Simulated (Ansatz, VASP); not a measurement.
# Two plane-wave programs on BaO

Contents of INCAR:

```
SYSTEM = BaO
PREC = Accurate
ENCUT = 520
EDIFF = 1E-8
ISMEAR = -1
SIGMA = 0.02
LREAL = .FALSE.
LASPH = .TRUE.
NELM = 120
ALGO = Normal
ISIF = 2
LWAVE = .FALSE.
LCHARG = .FALSE.
GGA = PE
LEFG = .TRUE.
NBANDS = 15
GGA_COMPAT = .FALSE.
```

KPOINTS

```
regular mesh
0
G
  8 8 8
  0 0 0
```

File POSCAR:

```
BaO
1.0
    0.0000000000      2.7775000000      2.7500000000
    2.7775000000      0.0000000000      2.7500000000
    2.7775000000      2.7775000000      0.0000000000
Ba O
1 1
Direct
    0.0000000000      0.0000000000      0.0000000000
    0.5000000000      0.5000000000      0.5000000000
```

Input for Ansatz:

```yaml
crystal:
  lattice:
    - [0.0, 2.7775, 2.75]
    - [2.7775, 0.0, 2.75]
    - [2.7775, 2.7775, 0.0]
  atoms:
    - { symbol: Ba, position: [0.0, 0.0, 0.0] }
    - { symbol: O, position: [0.5, 0.5, 0.5] }
kpoints:
  mp_grid: { grid: [8, 8, 8] }
scf:
  occupations: { method: fermi_dirac, width: 0.02 }
hamiltonian:
  xc: pbe
  pseudopotentials: { kind: paw }
output:
  forces: true
  stress: true
  eigenvalues: true
  efg: { contact_densities: true }
```

Change from the starting cell: equal xx and yy strain of +1 %, PAW files.

Alike in both runs: task electric field gradients; functional PBE; k mesh 8 × 8 × 8; occupations fermi-dirac, width 0.02 eV; no spin polarisation.

|  | VASP | Ansatz |
| --- | --- | --- |
| version | VASP 6.6.1 | Ansatz 0.2.0 |
| potentials or method | VASP PAW PBE potentials, release 64 (Ba_sv, O) | PAW with Ansatz's default frozen-core files, scalar-relativistic |
| plane-wave cutoff (eV) | 520 | 420 |
| valence electrons in the cell | 16 | 16 |

```csv
,VASP,Ansatz,Ansatz less VASP
gap on the k mesh at the Fermi level (eV),1.91,1.98,+0.069
pressure (GPa),3.2,1.5,-1.71
"traceless stress, the component that is largest in VASP (GPa)",0.69,0.53,-0.158
size of Vzz on the site where it differs most (V/Å²),16.0,14.7,-1.30
```

With one functional, cell and mesh, what is left measures potentials, basis and numerics.

Spin-orbit coupling is off throughout.
